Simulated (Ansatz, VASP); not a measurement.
Te2Mo: VASP beside Ansatz

```
Te Mo
1.0
     3.51855    0.00000    0.00000
    -1.75927    3.04715    0.00000
     0.00000    0.00000   17.36068
Te Mo
2 1
Direct
  0.33333 0.66667 0.89776
  0.33333 0.66667 0.10224
  0.00000 0.00000 0.00000
```

Alike in both runs: task single point; functional LDA; k mesh 12 × 12 × 2; occupations gaussian, width 0.02 eV; no spin polarisation.

```csv
,VASP,Ansatz
version,VASP 6.6.1,Ansatz 0.2.0
potentials or method,"VASP PAW LDA potentials, release 64 (Te, Mo_sv), cutoff 520 eV","scalar-relativistic, plane waves, PAW"
valence electrons in the cell,26,46
```

Ansatz gave:

* gap on the k mesh at the Fermi level (eV): 1.11
* least direct gap on the mesh (eV): 1.11
* rms of the force components (eV/Å): 0.000

**Question.** What did VASP give for the same quantities?

**Answer.** gap on the k mesh at the Fermi level (eV): 1.11; least direct gap on the mesh (eV): 1.11; rms of the force components (eV/Å): 0.026.

LDA's correlation is that of Perdew and Zunger in VASP and of Perdew and Wang (1992) in Ansatz. Atom by atom the forces differ by 0.027 eV/Å (rms over components). VASP's potentials hold 26 valence electrons a cell and Ansatz's 46, so a difference there can come from the potentials and not from the codes.

Neither program's run includes spin-orbit coupling.
